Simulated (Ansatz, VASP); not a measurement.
SnO2: VASP beside Ansatz

INCAR

```
PREC     = Accurate       # precision mode
ENCUT    = 520            # plane-wave cutoff, eV
EDIFF    = 1E-7           # SCF threshold, eV
ISMEAR   = 0              # smearing method
SIGMA    = 0.05           # smearing width, eV
LREAL    = False          # projectors in reciprocal space
LASPH    = True           # aspherical terms in the spheres
NELM     = 80             # most SCF steps
ALGO     = Normal         # electronic algorithm
ISIF     = 2              # what is computed and relaxed
LWAVE    = False          # write WAVECAR
LCHARG   = False          # write CHGCAR
GGA      = PS             # functional
NBANDS   = 35             # bands
```

File KPOINTS:

```
Automatic mesh
0
Gamma
  6 6 8
```

The input POSCAR:

```
SnO2
1.0
    4.8483620387      0.0000000000      0.0000000000
    0.0000000000      4.8483620387      0.0000000000
    0.0000000000      0.0000000000      3.2649990520
Sn O
2 4
Direct
    0.0000000000      0.0000000000      0.0000000000
    0.5000000000      0.5000000000      0.5000000000
    0.2471788033      0.3654173315      0.0000000000
    0.2528211967      0.8654173315      0.5000000000
    0.7528211967      0.6345826685      0.0000000000
    0.7471788033      0.1345826685      0.5000000000
```

Input for Ansatz:

```yaml
crystal:
  lattice:
    - [4.8483620387, 0.0, 0.0]
    - [0.0, 4.8483620387, 0.0]
    - [0.0, 0.0, 3.264999052]
  atoms:
    - { symbol: Sn, position: [0.0, 0.0, 0.0] }
    - { symbol: Sn, position: [0.5, 0.5, 0.5] }
    - { symbol: O, position: [0.2471788033, 0.3654173315, 0.0] }
    - { symbol: O, position: [0.2528211967, 0.8654173315, 0.5] }
    - { symbol: O, position: [0.7528211967, 0.6345826685, 0.0] }
    - { symbol: O, position: [0.7471788033, 0.1345826685, 0.5] }
basis:
  ecutwfc: 520.0
kpoints:
  mp_grid: { grid: [6, 6, 8] }
hamiltonian:
  xc: pbesol
  pseudopotentials: { kind: paw, azcp: { folder: soft_1 } }
scf:
  occupations: { method: gaussian, width: 0.05 }
output:
  forces: true
  stress: true
  eigenvalues: true
```

Change from the starting cell: mode 4 frozen in at -0.399 Å, equal normal strain along x, y and z +0.0167.

Alike in both runs: task single point; functional PBEsol; k mesh 6 × 6 × 8; occupations gaussian, width 0.05 eV; no spin polarisation.

|  | VASP | Ansatz |
| --- | --- | --- |
| version | VASP 6.6.1 | Ansatz 0.2.0 |
| potentials or method | VASP PAW PBE potentials, release 64 (Sn_d, O), cutoff 520 eV | scalar-relativistic, plane waves, PAW |
| valence electrons in the cell | 52 | 52 |

|  | VASP | Ansatz | Ansatz less VASP |
| --- | --- | --- | --- |
| gap on the k mesh at the Fermi level (eV) | 0.78 | 0.79 | +0.009 |
| least direct gap on the mesh (eV) | 0.84 | 0.85 | +0.007 |
| pressure (GPa) | -12.8 | -13.3 | -0.51 |
| traceless stress, the component that is largest in VASP (GPa) | 2.38 | 2.51 | +0.131 |
| rms of the force components (eV/Å) | 0.453 | 0.461 | +0.0083 |

VASP's potentials were made for PBE, not for PBEsol, and Ansatz warns of the same on its side. Atom by atom the forces differ by 0.009 eV/Å (rms over components).
